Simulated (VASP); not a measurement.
Set up this calculation in VASP 6.6.1, as the native input.

- Task: single point
- Functional: PBE
- Potentials or basis: VASP PAW PBE potentials, release 64 (Ba_sv, Ti_sv, O)
- Cutoff: 520 eV
- k mesh: 7 × 7 × 7
- Occupations: fermi-dirac, width 0.08 eV
- Spin: no spin polarisation
- Dipole correction: no
- Further INCAR settings: ALGO = Normal; EDIFF = 1e-06; NBANDS = 28

The structure of BaTiO3 lies in POSCAR:

```
BaTiO3
1.0
    4.0130884697      0.0000000000      0.0000000000
    0.0000000000      4.0130884697      0.0000000000
    0.0000000000      0.0000000000      4.0313489353
Ba Ti O
1 1 3
Direct
    0.0000000000      0.0000000000      0.0000000000
    0.5000000000      0.5000000000      0.4820000000
    0.5000000000      0.5000000000      0.0160000000
    0.5000000000      0.0000000000      0.5150000000
    0.0000000000      0.5000000000      0.5150000000
```

This cell differs from its parent crystal: volume scaled by 1.01.

One way to write it, as run:

INCAR

```
SYSTEM = BaTiO3
ALGO = Normal
EDIFF = 1E-6
ENCUT = 520
GGA = PE
ISIF = 2
ISMEAR = -1
LASPH = .TRUE.
LCHARG = .FALSE.
LREAL = .FALSE.
LWAVE = .FALSE.
NBANDS = 28
NELM = 80
PREC = Accurate
SIGMA = 0.08
```

KPOINTS

```
k-points
0
G
  7 7 7
  0 0 0
```

Potentials or basis: VASP PAW PBE potentials, release 64 (Ba_sv, Ti_sv, O).

Launch:

```sh
$ cat potpaw_PBE.64/Ba_sv/POTCAR potpaw_PBE.64/Ti_sv/POTCAR potpaw_PBE.64/O/POTCAR > POTCAR
$ mpirun -np 1 vasp_std > vasp.out
```

Results of the run:

```yaml
Pressure: 2.7 GPa
Largest_force: 0.376 eV/Å
Band_gap_on_the_k_mesh: 1.85 eV, indirect (least direct gap 2.09 eV)
```

Caveat: spin-orbit coupling is left out, which moves the levels of the heavy elements.

It took 71 s on 1 thread of Intel Xeon 6975P-C (shared host), peak memory 0.22 GiB.
